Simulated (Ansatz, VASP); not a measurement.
## Two plane-wave programs on V2F3

```
CELL_PARAMETERS angstrom
2.41124 4.17640 0.00000
-2.41124 4.17640 0.00000
0.00000 -2.78426 4.38681
ATOMIC_POSITIONS crystal
F 0.55520 0.94480 0.75000
F 0.25000 0.55520 0.75000
F 0.94480 0.25000 0.75000
F 0.44480 0.05520 0.25000
F 0.75000 0.44480 0.25000
F 0.05520 0.75000 0.25000
V 0.35230 0.35230 0.05690
V 0.14770 0.14770 0.44310
V 0.64770 0.64770 0.94310
V 0.85230 0.85230 0.55690
```

Alike in both runs: task single point; functional LDA; k mesh 8 × 8 × 8; no spin polarisation.

```csv
,VASP,Ansatz
version,VASP 6.6.1,Ansatz 0.2.0
potentials or method,"VASP PAW LDA potentials, release 64 (F, V_sv), cutoff 520 eV",PAW plane waves
occupations,"fermi-dirac, width 0.1 eV",fermi-dirac
valence electrons in the cell,94,94
```

Ansatz gave:

| Item | Value |
| --- | --- |
| gap on the k mesh at the Fermi level (eV) | none |
| rms of the force components (eV/Å) | 0.862 |

Task: Estimate VASP's values.

Result: gap on the k mesh at the Fermi level (eV): none; rms of the force components (eV/Å): 0.868.

LDA's correlation is that of Perdew and Zunger in VASP and of Perdew and Wang (1992) in Ansatz. Atom by atom the forces differ by 0.011 eV/Å (rms over components). A gap of «none» marks a metal or a gap that the smearing closes. Ansatz's warnings: structure snapped to symmetry.
